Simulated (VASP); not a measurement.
# Cd (P6_3/mmc) in VASP: further runs

Cd is run at these levels: RPBE, PBE, PBEsol+D4; tasks: single point.

Everything below comes from runs of VASP 6.6.1. Logs are shortened: lines on timing, memory, paths and dates and some standing lists are left out, and cuts for length are marked.

### Step 1. The cell of the first run

Symmetry: P6_3/mmc, No. 194, hexagonal system. Conventional cell: a = 2.979 Å, b = 2.979 Å, c = 5.618 Å, α = 90.00°, β = 90.00°, γ = 120.00°. Cd (site symmetry -6m2) has 12 Cd at 2.98 to 3.29 Å within 3.9 Å.

### Step 2. Single point, RPBE

INCAR

```
  ALGO = Normal
  EDIFF = 1E-6
  ENCUT = 500
  GGA = RP
  GGA_COMPAT = False
  ISIF = 2
  ISMEAR = -1
  LASPH = True
  LCHARG = False
  LREAL = False
  LWAVE = False
  NBANDS = 19
  NELM = 120
  PREC = Accurate
  SIGMA = 0.0049
```

KPOINTS

```
k-points
0
Gamma
  6 6 4
```

POSCAR

```
Cd
1.0
    2.9788725081      0.0000000000      0.0000000000
   -1.4894362540      2.5797792666      0.0000000000
    0.0000000000      0.0000000000      5.6176500000
Cd
2
Direct
    0.3333333333      0.6666666667      0.2500000000
    0.6666666667      0.3333333333      0.7500000000
```

Potentials or basis: VASP PAW PBE potentials, release 64 (Cd).

Started as:

```
$ cat potpaw_PBE.64/Cd/POTCAR > POTCAR
$ mpirun -np 1 vasp_std > vasp.out
```

OUTCAR:

```text
EDIFF = 1E-6
   ENCUT = 500
   GGA = RP
   ISIF = 2
   ISMEAR = -1
   LASPH = True
   LREAL = False
   NELM = 120
   PREC = Accurate

 ion  position               nearest neighbor table
   1  0.333  0.667  0.250-   2 3.29   2 3.29   2 3.29   2 3.29   2 3.29   2 3.29
   2  0.667  0.333  0.750-   1 3.29   1 3.29   1 3.29   1 3.29   1 3.29   1 3.29

  LATTYP: Found a hexagonal cell.
 ALAT       =     2.9788725081
 C/A-ratio  =     1.8858309594

  Lattice vectors:

 A1 = (   2.9788725081,   0.0000000000,   0.0000000000)
 A2 = (  -1.4894362540,   2.5797792666,   0.0000000000)
 A3 = (   0.0000000000,   0.0000000000,   5.6176500000)

Analysis of symmetry for initial positions (statically):
=====================================================================
 Subroutine PRICEL returns:
 Original cell was already a primitive cell.

 Routine SETGRP: Setting up the symmetry group for a
 hexagonal supercell.

 Subroutine GETGRP returns: Found 24 space group operations
 (whereof 12 operations were pure point group operations)
 out of a pool of 24 trial point group operations.

The static configuration has the point symmetry D_3d.
 The point group associated with its full space group is D_6h.

Analysis of symmetry for dynamics (positions and initial velocities):
=====================================================================
 Subroutine PRICEL returns:
 Original cell was already a primitive cell.

 Routine SETGRP: Setting up the symmetry group for a
 hexagonal supercell.

 Subroutine GETGRP returns: Found 24 space group operations
 (whereof 12 operations were pure point group operations)
 out of a pool of 24 trial point group operations.

The dynamic configuration has the point symmetry D_3d.
 The point group associated with its full space group is D_6h.

 Subroutine INISYM returns: Found 24 space group operations
 (whereof 12 operations are pure point group operations),
 and found     1 'primitive' translations

----------------------------------------------------------------------------------------

                                     Primitive cell

  volume of cell :      43.1707

  direct lattice vectors                    reciprocal lattice vectors
     2.978872508  0.000000000  0.000000000     0.335697482  0.193815032  0.000000000
    -1.489436254  2.579779267  0.000000000     0.000000000  0.387630063  0.000000000
     0.000000000  0.000000000  5.617650000     0.000000000  0.000000000  0.178010378

  length of vectors
     2.978872508  2.978872508  5.617650000     0.387630063  0.387630063  0.178010378

  position of ions in fractional coordinates (direct lattice)
     0.333333333  0.666666667  0.250000000
     0.666666667  0.333333333  0.750000000

  ion indices of the primitive-cell ions
   primitive index   ion index
                 1           1
                 2           2

----------------------------------------------------------------------------------------

 KPOINTS: k-points

Automatic generation of k-mesh.
 Grid dimensions read from file:
 generate k-points for:    6    6    4

 Generating k-lattice:

  Cartesian coordinates                     Fractional coordinates (reciprocal lattice)
     0.055949580  0.032302505  0.000000000     0.166666667  0.000000000  0.000000000
     0.000000000  0.064605011  0.000000000     0.000000000  0.166666667  0.000000000
     0.000000000  0.000000000  0.044502595     0.000000000  0.000000000  0.250000000

  Length of vectors
     0.064605011  0.064605011  0.044502595

  Shift w.r.t. Gamma in fractional coordinates (k-lattice)
     0.000000000  0.000000000  0.000000000

 Subroutine IBZKPT returns following result:
 ===========================================

 Found     21 irreducible k-points:

 Following reciprocal coordinates:
            Coordinates               Weight
  0.000000  0.000000  0.000000      1.000000
  0.166667  0.000000  0.000000      6.000000
  0.333333  0.000000  0.000000      6.000000
  0.500000 -0.000000  0.000000      3.000000
  0.166667  0.166667  0.000000      6.000000
  0.333333  0.166667  0.000000     12.000000
[... 13 lines left out ...]
  0.333333  0.166667  0.500000     12.000000
  0.333333  0.333333  0.500000      2.000000
   k-points           NKPTS =     21   k-points in BZ     NKDIM =     21   number of bands    NBANDS=     19
   number of dos      NEDOS =    301   number of ions     NIONS =      2
   total plane-waves  NPLWV =  24192
   dimension x,y,z NGX =    24 NGY =   24 NGZ =   42
   dimension x,y,z NGXF=    48 NGYF=   48 NGZF=   84
   ions per type =               2
   NGX,Y,Z   is equivalent  to a cutoff of  13.39, 13.39, 12.43 a.u.
   NGXF,Y,Z  is equivalent  to a cutoff of  26.79, 26.79, 24.86 a.u.
 SYSTEM =  unknown system
   PREC   = accura    normal or accurate (medium, high low for compatibility)
   ISTART =      0    job   : 0-new  1-cont  2-samecut
   ICHARG =      2    charge: 1-file 2-atom 10-const
   ISPIN  =      1    spin polarized calculation?
[... 88 lines left out ...]
      3      -6.3624      2.00000
      4      -5.9687      2.00000
      5      -5.9677      2.00000
      6      -5.8546      2.00000
[... 11 lines left out ...]
     18      16.0631      0.00000
     19      17.1714      0.00000

 k-point     4 :       0.5000   -0.0000    0.0000
  band No.  band energies     occupation
      1      -6.9383      2.00000
      2      -6.7381      2.00000
      3      -6.5756      2.00000
      4      -6.0982      2.00000
      5      -5.9172      2.00000
      6      -5.8102      2.00000
[... 11 lines left out ...]
     18      15.8295      0.00000
     19      16.0369      0.00000

 k-point     5 :       0.1667    0.1667    0.0000
  band No.  band energies     occupation
      1      -6.4304      2.00000
      2      -6.4065      2.00000
      3      -6.1782      2.00000
      4      -6.1701      2.00000
      5      -6.0505      2.00000
      6      -6.0058      2.00000
[... 11 lines left out ...]
     18      14.3566      0.00000
     19      14.9544      0.00000

 k-point     6 :       0.3333    0.1667    0.0000
  band No.  band energies     occupation
      1      -6.6355      2.00000
      2      -6.4739      2.00000
      3      -6.4346      2.00000
      4      -6.0935      2.00000
      5      -5.9442      2.00000
      6      -5.8916      2.00000
[... 11 lines left out ...]
     18      12.6920      0.00000
     19      13.6394      0.00000

 k-point     7 :       0.3333    0.3333    0.0000
  band No.  band energies     occupation
      1      -6.4452      2.00000
      2      -6.1274      2.00000
      3      -6.1274      2.00000
      4      -6.0843      2.00000
      5      -6.0843      2.00000
      6      -6.0465      2.00000
[... 11 lines left out ...]
     18       8.5547      0.00000
     19      10.7946      0.00000

 k-point     8 :       0.0000    0.0000    0.2500
  band No.  band energies     occupation
      1      -6.7466      2.00000
      2      -6.5588      2.00000
      3      -6.1686      2.00000
      4      -6.1686      2.00000
      5      -6.1311      2.00000
      6      -6.1311      2.00000
[... 190 lines left out ...]
 k-point    17 :       0.3333    0.0000    0.5000
  band No.  band energies     occupation
      1      -6.6834      2.00000
      2      -6.6834      2.00000
      3      -6.3840      2.00000
      4      -6.3840      2.00000
      5      -5.6536      2.00000
      6      -5.6536      2.00000
[... 11 lines left out ...]
     18      14.1412      0.00000
     19      16.4973      0.00000

 k-point    18 :       0.5000   -0.0000    0.5000
  band No.  band energies     occupation
      1      -6.8291      2.00000
      2      -6.8291      2.00000
      3      -6.5284      2.00000
      4      -6.5284      2.00000
      5      -5.6787      2.00000
      6      -5.6787      2.00000
[... 11 lines left out ...]
     18      13.1825      0.00000
     19      14.9704      0.00000

 k-point    19 :       0.1667    0.1667    0.5000
  band No.  band energies     occupation
      1      -6.4020      2.00000
      2      -6.4020      2.00000
      3      -6.2719      2.00000
      4      -6.2719      2.00000
      5      -6.0089      2.00000
      6      -6.0089      2.00000
[... 11 lines left out ...]
     18      11.2026      0.00000
     19      20.0609      0.00000

 k-point    20 :       0.3333    0.1667    0.5000
  band No.  band energies     occupation
      1      -6.5322      2.00000
      2      -6.5322      2.00000
      3      -6.4171      2.00000
      4      -6.4171      2.00000
      5      -5.8321      2.00000
      6      -5.8321      2.00000
[... 11 lines left out ...]
     18      11.2285      0.00000
     19      16.1446      0.00000

 k-point    21 :       0.3333    0.3333    0.5000
  band No.  band energies     occupation
      1      -6.3293      2.00000
      2      -6.3293      2.00000
      3      -6.1574      2.00000
      4      -6.1574      2.00000
      5      -5.9649      2.00000
      6      -5.9649      2.00000
[... 11 lines left out ...]
     18      13.0727      0.00000
     19      15.1368      0.00000

------------------------ aborting loop because EDIFF is reached ----------------------------------------

  FORCE on cell =-STRESS in cart. coord.  units (eV):
  Direction    XX          YY          ZZ          XY          YZ          ZX
  --------------------------------------------------------------------------------------
  -------------------------------------------------------------------------------------
  Total        2.0331181      2.0331181      1.5748213      0.0000000      0.0000000      0.0000000
  in kB       75.4543095     75.4543095     58.4457208      0.0000000      0.0000000      0.0000000
  external PRESSURE =      69.7847799 kB  Pullay stress =       0.0000000 kB

 VOLUME and BASIS-vectors are now :
 -----------------------------------------------------------------------------
  energy-cutoff  :      500.00
  volume of cell :       43.17
      direct lattice vectors                 reciprocal lattice vectors
     2.978872508  0.000000000  0.000000000     0.335697482  0.193815032  0.000000000
    -1.489436254  2.579779267  0.000000000     0.000000000  0.387630063  0.000000000
     0.000000000  0.000000000  5.617650000     0.000000000  0.000000000  0.178010378

 POSITION                                       TOTAL-FORCE (eV/Angst)
 -----------------------------------------------------------------------------------
     -0.00000      1.71985      1.40441         0.000000     -0.000000      0.000000
      1.48944      0.85993      4.21324        -0.000000      0.000000      0.000000
 -----------------------------------------------------------------------------------
    total drift:                                0.000000     -0.000000      0.000000

  FREE ENERGIE OF THE ION-ELECTRON SYSTEM (eV)
  ---------------------------------------------------
  free  energy   TOTEN  =        -0.5950684742 eV

  energy  without entropy=       -0.5947082552  energy(sigma->0) =       -0.59488836
```

Wall time 23 s (1 thread of Intel Xeon 8259CL, shared host); peak memory 0.16 GiB.

What came out:

- Free energy: -0.5951 eV
- Pressure: 7.0 GPa
- Band gap on the k mesh: zero (band 12 reaches 4.17 eV, above the bottom of band 13 at 0.12 eV)

Stress tensor (GPa, compression positive):
```
7.55 0.00 0.00
0.00 7.55 0.00
0.00 0.00 5.84
```

Levels at points of the mesh, in eV from the Fermi level:
| k point | band 9 | band 10 | band 11 | band 12 | band 13 | band 14 | band 15 | band 16 |
| --- | --- | --- | --- | --- | --- | --- | --- | --- |
| (0.00, 0.00, 0.00) | -9.12 | -8.87 | -8.87 | -3.39 | -3.36 | 10.24 | 14.06 | 14.51 |
| (0.50, 0.00, 0.00) | -8.61 | -8.59 | -2.69 | -2.18 | 1.66 | 2.70 | 2.88 | 4.88 |
| (0.00, 0.00, 0.50) | -8.98 | -8.98 | -7.71 | -7.71 | 3.38 | 3.38 | 14.39 | 14.39 |
| (0.50, 0.00, 0.50) | -8.60 | -8.60 | -1.88 | -1.88 | -0.24 | -0.24 | 7.78 | 7.78 |

Caveat: the k points lie up to 0.41 Å⁻¹ apart; the PAW data sets were made with another functional, which shifts forces and pressure a little.

### Step 3. Single point, PBE

INCAR

```
SYSTEM = Cd
ALGO = Normal ; EDIFF = 1E-6
ENCUT = 500 ; GGA = PE
GGA_COMPAT = .FALSE. ; ISIF = 2
ISMEAR = -1 ; LASPH = .TRUE.
LCHARG = .TRUE. ; LELF = .TRUE.
LREAL = .FALSE. ; LVHAR = .TRUE.
LWAVE = .FALSE. ; NBANDS = 19
NELM = 120 ; PREC = Accurate
SIGMA = 0.091
```

KPOINTS

```
k-points
0
G
  6 6 4
  0 0 0
```

POSCAR is that of step 2.

Potentials or basis: VASP PAW PBE potentials, release 64 (Cd).

Started as:

```
$ cat potpaw_PBE.64/Cd/POTCAR > POTCAR
$ mpirun -np 1 vasp_std > vasp.out
```

Wall time 26 s (1 thread of Intel Xeon 8259CL, shared host); peak memory 0.16 GiB.

It converged, with:

```yaml
Free_energy: -1.4491 eV
Pressure: 4.1 GPa
Band_gap_on_the_k_mesh: zero (band 12 reaches 4.02 eV, above the bottom of band 13 at -0.05 eV)
```

Stress tensor (GPa, compression positive):
```
4.38 0.00 0.00
0.00 4.38 0.00
0.00 0.00 3.64
```

Levels at points of the mesh, in eV from the Fermi level:
```
           k point  band 9  band 10  band 11  band 12  band 13  band 14  band 15  band 16
(0.00, 0.00, 0.00)   -9.00    -8.75    -8.75    -3.32    -3.31    10.29    14.18    14.60
(0.50, 0.00, 0.00)   -8.50    -8.48    -2.62    -2.12     1.71     2.76     2.90     4.98
(0.00, 0.00, 0.50)   -8.86    -8.86    -7.65    -7.65     3.44     3.44    14.50    14.50
(0.50, 0.00, 0.50)   -8.49    -8.49    -1.82    -1.82    -0.19    -0.19     7.82     7.82
```

Caveat: the k points lie up to 0.41 Å⁻¹ apart.

### Step 4. Single point, PBE

INCAR

```
SYSTEM = Cd
PREC     = Accurate       ! precision mode
ENCUT    = 500            ! plane-wave cutoff, eV
EDIFF    = 1E-6           ! SCF threshold, eV
ISMEAR   = 0              ! smearing method
SIGMA    = 0.0012         ! smearing width, eV
LREAL    = .FALSE.        ! projectors in reciprocal space
LASPH    = .TRUE.         ! aspherical terms in the spheres
NELM     = 120            ! most SCF steps
ALGO     = Normal         ! electronic algorithm
ISIF     = 2              ! what is computed and relaxed
LWAVE    = .FALSE.        ! write WAVECAR
LCHARG   = .FALSE.        ! write CHGCAR
GGA      = PE             ! functional
NELECT   = 23.9         
NBANDS   = 19             ! bands
GGA_COMPAT= .FALSE.
```

KPOINTS

```
Automatic mesh
0
G
  6 6 4
  0 0 0
```

POSCAR is that of step 3.

Started as:

```
$ cat potpaw_PBE.64/Cd/POTCAR > POTCAR
$ mpirun -np 1 vasp_std > vasp.out
```

It took 23 s on 1 thread of Intel Xeon 8259CL, shared host; peak memory 0.16 GiB.

Results (log left out):

```yaml
Free_energy: -1.7578 eV
```

Levels at points of the mesh, in eV from the Fermi level:
```
           k point  band 10  band 11  band 12  band 13  band 14  band 15
(0.00, 0.00, 0.00)    -8.58    -8.58    -3.12    -3.11    10.49    14.38
(0.50, 0.00, 0.00)    -8.30    -2.42    -1.93     1.90     2.96     3.09
(0.00, 0.00, 0.50)    -8.69    -7.45    -7.45     3.64     3.64    14.71
(0.50, 0.00, 0.50)    -8.32    -1.61    -1.61     0.00     0.00     8.02
```

Caveat: the k points lie up to 0.41 Å⁻¹ apart; the cell carries a net charge on a neutralising background, which shifts energy and pressure; the cell is charged against a uniform background, so pressure and absolute levels hang on convention.

### Step 5. Single point, PBEsol+D4

INCAR

```
SYSTEM = Cd
ALGO = Normal
EDIFF = 1E-6
ENCUT = 500
GGA = PS
GGA_COMPAT = .False.
ISIF = 2
ISMEAR = -5
IVDW = 13
LASPH = .True.
LCHARG = .False.
LREAL = .False.
LWAVE = .False.
NBANDS = 19
NELM = 120
PREC = Accurate
SIGMA = 0.1
```

KPOINTS

```
k-points
0
Gamma
  6 6 4
  0 0 0
```

POSCAR is that of step 4.

Started as:

```
$ cat potpaw_PBE.64/Cd/POTCAR > POTCAR
$ mpirun -np 1 vasp_std > vasp.out
```

It took 25 s on 1 thread of Intel Xeon 8259CL, shared host; peak memory 0.16 GiB.

Results (log left out):

- Free energy: -2.8283 eV
- Pressure: -2.5 GPa
- Band gap on the k mesh: zero (band 12 reaches 3.82 eV, above the bottom of band 13 at -0.24 eV)
- Dispersion energy per atom: -0.236 eV

Stress tensor (GPa, compression positive):
```
-2.32  0.00  0.00
 0.00 -2.32  0.00
 0.00  0.00 -2.85
```

Levels at points of the mesh, in eV from the Fermi level:
```tsv
k point	band 9	band 10	band 11	band 12	band 13	band 14	band 15	band 16
(0.00, 0.00, 0.00)	-8.65	-8.40	-8.40	-3.07	-3.03	10.55	14.47	14.85
(0.50, 0.00, 0.00)	-8.12	-8.10	-2.35	-1.85	1.97	3.01	3.17	5.24
(0.00, 0.00, 0.50)	-8.51	-8.51	-7.39	-7.39	3.71	3.71	14.79	14.79
(0.50, 0.00, 0.50)	-8.11	-8.11	-1.55	-1.55	0.08	0.08	8.08	8.08
```

Caveat: the k points lie up to 0.41 Å⁻¹ apart; the PAW data sets were made with another functional, which shifts forces and pressure a little; pairwise dispersion overbinds metals, which lowers pressure and volume; tetrahedron occupations give inexact forces and stress in metals.

### Step 6. Single point, PBE

INCAR

```
PREC     = Accurate       # precision mode
ENCUT    = 500            # plane-wave cutoff, eV
EDIFF    = 1E-6           # SCF threshold, eV
ISMEAR   = 1              # smearing method
SIGMA    = 0.11           # smearing width, eV
LREAL    = F              # projectors in reciprocal space
LASPH    = T              # aspherical terms in the spheres
NELM     = 120            # most SCF steps
ALGO     = Normal         # electronic algorithm
ISIF     = 2              # what is computed and relaxed
LWAVE    = F              # write WAVECAR
LCHARG   = F              # write CHGCAR
GGA      = PE             # functional
NBANDS   = 19             # bands
GGA_COMPAT= F
```

KPOINTS

```
regular mesh
0
Gamma
  6 6 4
```

POSCAR is that of step 5.

Potentials or basis: VASP PAW PBE potentials, release 64 (Cd).

Started as:

```
$ cat potpaw_PBE.64/Cd/POTCAR > POTCAR
$ mpirun -np 1 vasp_std > vasp.out
```

Run time: 22 s. Hardware: 1 thread of Intel Xeon 8259CL, shared host; peak memory 0.16 GiB.

The run converged. Its results:

```yaml
Free_energy: -1.4405 eV
Pressure: 4.3 GPa
Band_gap_on_the_k_mesh: zero (band 12 reaches 4.03 eV, above the bottom of band 13 at -0.04 eV)
```

Stress tensor (GPa, compression positive):
```
4.64 0.00 0.00
0.00 4.64 0.00
0.00 0.00 3.63
```

Levels at points of the mesh, in eV from the Fermi level:
```csv
k point,band 10,band 11,band 12,band 13,band 14,band 15
"(0.00, 0.00, 0.00)",-8.79,-8.79,-3.36,-3.34,10.25,14.14
"(0.50, 0.00, 0.00)",-8.51,-2.66,-2.16,1.67,2.72,2.86
"(0.00, 0.00, 0.50)",-8.90,-7.69,-7.69,3.40,3.40,14.46
"(0.50, 0.00, 0.50)",-8.52,-1.86,-1.86,-0.23,-0.23,7.78
```

Caveat: the k points lie up to 0.41 Å⁻¹ apart.

### Step 7. Summary

| level | smearing | gap on the mesh (eV) | pressure (GPa) |
| --- | --- | --- | --- |
| RPBE | fermi-dirac 0.0049 eV | none | 7.0 |
| PBE | fermi-dirac 0.091 eV | none | 4.1 |
| PBEsol+D4 | tetrahedron | none | -2.5 |
| PBE | methfessel-paxton 0.11 eV | none | 4.3 |

Alike in all rows: task single point; potentials or basis VASP PAW PBE potentials, release 64 (Cd); no spin polarisation; cell as given; k mesh 6 × 6 × 4; cutoff (eV) 500.

Caveats: all runs use coarse meshes; the PAW data sets were made with another functional, which shifts forces and pressure a little (some runs); pairwise dispersion overbinds metals, which lowers pressure and volume (some runs); tetrahedron occupations give inexact forces and stress in metals (some runs).

Total energies depend on the potentials used, so only differences within one code and one set of settings carry meaning.
